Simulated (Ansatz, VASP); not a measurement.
**Two plane-wave programs on Be2Tl**

File INCAR:

```
SYSTEM = Be2Tl
ALGO = Fast
EDIFF = 1E-7
EDIFFG = -0.01
ENCUT = 600
GGA = PE
IBRION = 2
ISIF = 3
ISMEAR = 0
LASPH = .TRUE.
LCHARG = .FALSE.
LREAL = .FALSE.
LWAVE = .FALSE.
NELM = 100
NSW = 100
PREC = Accurate
SIGMA = 0.1
```

Contents of KPOINTS:

```
k-points
0
G
  16 16 16
  0 0 0
```

The input POSCAR:

```
Be2Tl
1.0
   -2.0859867895      2.0859867895      2.7728933523
    2.0859867895     -2.0859867895      2.7728933523
    2.0859867895      2.0859867895     -2.7728933523
Be Tl
2 1
Direct
    0.7500000000      0.2500000000      0.5000000000
    0.2500000000      0.7500000000      0.5000000000
    0.0000000000      0.0000000000      0.0000000000
```

Input for Ansatz:

```yaml
crystal:
  lattice:
    - [-2.0859867895, 2.0859867895, 2.7728933523]
    - [2.0859867895, -2.0859867895, 2.7728933523]
    - [2.0859867895, 2.0859867895, -2.7728933523]
  atoms:
    - { symbol: Be, position: [0.75, 0.25, 0.5] }
    - { symbol: Be, position: [0.25, 0.75, 0.5] }
    - { symbol: Tl, position: [0.0, 0.0, 0.0] }
basis:
  ecutwfc: 420
kpoints:
  mp_grid: { grid: [16, 16, 16] }
hamiltonian:
  xc: pbe
scf:
  occupations: { method: gaussian, width: 0.1 }
output:
  forces: true
  stress: true
  eigenvalues: true
relax:
  adjacent_minimum: "off"
  f_tol: 0.01
  max_steps: 80
  cell: { stress_tol: 0.05 }
```

Alike in both runs: task relaxation of cell and atoms; functional PBE; k mesh 16 × 16 × 16; occupations gaussian, width 0.1 eV; no spin polarisation.

|  | VASP | Ansatz |
| --- | --- | --- |
| version | VASP 6.6.1 | Ansatz 0.2.0 |
| potentials or method | VASP PAW PBE potentials, release 64 (Be, Tl_d), cutoff 600 eV | scalar-relativistic, plane waves, PAW |
| valence electrons in the cell | 17 | 17 |

|  | VASP | Ansatz | Ansatz less VASP |
| --- | --- | --- | --- |
| gap on the k mesh at the Fermi level, each at its own relaxed structure (eV) | none | none | - |
| relaxed volume (Å³/atom) | 16.14 | 16.14 | +0.001 |
| relaxed length of the cell vector where the two differ most in proportion (Å) | 4.053 | 4.054 | +0.0006 |

A gap of «none» marks a metal or a gap that the smearing closes.

Neither program's run includes spin-orbit coupling.
